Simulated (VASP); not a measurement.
Set up this calculation in VASP 6.6.1, as the native input.

```yaml
Task: single point
Functional: r2SCAN
Potentials_or_basis: VASP PAW PBE potentials, release 64 (Sb, Bi_d, In_d)
Cutoff: 520 eV
k_mesh: 6 × 6 × 2
Occupations: fermi-dirac, width 0.02 eV
Spin: no spin polarisation
Dipole_correction: no
Further_INCAR_settings: ALGO = Normal; EDIFF = 1e-07; NBANDS = 41
```

The system is In3BiSb2.

```
CELL_PARAMETERS angstrom
4.73141 0.00000 0.00000
-2.36570 4.09752 0.00000
0.00000 0.00000 11.58769
ATOMIC_POSITIONS crystal
Sb 0.00000 0.00000 0.00280
Sb 0.33333 0.66667 0.33126
Bi 0.66667 0.33333 0.66569
In 0.33333 0.66667 0.08332
In 0.66667 0.33333 0.41158
In 0.00000 0.00000 0.75535
```

These files were run (other wordings do the same):

POSCAR

```
In3BiSb2
1.0
    4.7314091269      0.0000000000      0.0000000000
   -2.3657045634      4.0975204996      0.0000000000
    0.0000000000      0.0000000000     11.5876925646
Sb Bi In
2 1 3
Direct
    0.0000000000      0.0000000000      0.0027971533
    0.3333333333      0.6666666667      0.3312559223
    0.6666666667      0.3333333333      0.6656864263
    0.3333333333      0.6666666667      0.0833243461
    0.6666666667      0.3333333333      0.4115834924
    0.0000000000      0.0000000000      0.7553526596
```

INCAR.step1

```
SYSTEM = In3BiSb2
ALGO     = Normal         ! electronic algorithm
EDIFF    = 1E-4           ! SCF threshold, eV
ENCUT    = 520            ! plane-wave cutoff, eV
GGA      = PE             ! functional
ISMEAR   = -1             ! smearing method
LASPH    = .True.         ! aspherical terms in the spheres
LCHARG   = .False.        ! write CHGCAR
LREAL    = .False.        ! projectors in reciprocal space
LWAVE    = .True.         ! write WAVECAR
NBANDS   = 41             ! bands
NELM     = 80             ! most SCF steps
PREC     = Accurate       ! precision mode
SIGMA    = 0.02           ! smearing width, eV
```

INCAR.step2

```
SYSTEM = In3BiSb2
ALGO     = Normal         ! electronic algorithm
EDIFF    = 1E-7           ! SCF threshold, eV
ENCUT    = 520            ! plane-wave cutoff, eV
ISIF     = 2              ! what is computed and relaxed
ISMEAR   = -1             ! smearing method
ISTART   = 1            
LASPH    = .True.         ! aspherical terms in the spheres
LCHARG   = .True.         ! write CHGCAR
LELF     = .True.         ! ELF
LMIXTAU  = .True.       
LREAL    = .False.        ! projectors in reciprocal space
LVHAR    = .True.       
LWAVE    = .False.        ! write WAVECAR
METAGGA  = R2SCAN         ! meta-GGA
NBANDS   = 41             ! bands
NELM     = 80             ! most SCF steps
PREC     = Accurate       ! precision mode
SIGMA    = 0.02           ! smearing width, eV
```

KPOINTS

```
k-points
0
Gamma
  6 6 2
  0 0 0
```

Potentials or basis: VASP PAW PBE potentials, release 64 (Sb, Bi_d, In_d).

The run is started by

```sh
$ cat potpaw_PBE.64/Sb/POTCAR potpaw_PBE.64/Bi_d/POTCAR potpaw_PBE.64/In_d/POTCAR > POTCAR
$ cp INCAR.step1 INCAR
$ mpirun -np 1 vasp_std > vasp.out
$ cp INCAR.step2 INCAR
$ mpirun -np 1 vasp_std > vasp.out
```

It gave:

The pressure is -1.1 GPa and the largest force is 0.011 eV/Å. The band gap on the k mesh is zero (filled and empty bands touch).

Caveat: the PAW data sets were made with another functional, which shifts forces and pressure a little; spin-orbit coupling is left out, which moves the levels of the heavy elements.

It took 13 min on 1 thread of Intel Xeon 8259CL, with other jobs on the host, peak memory 0.46 GiB.
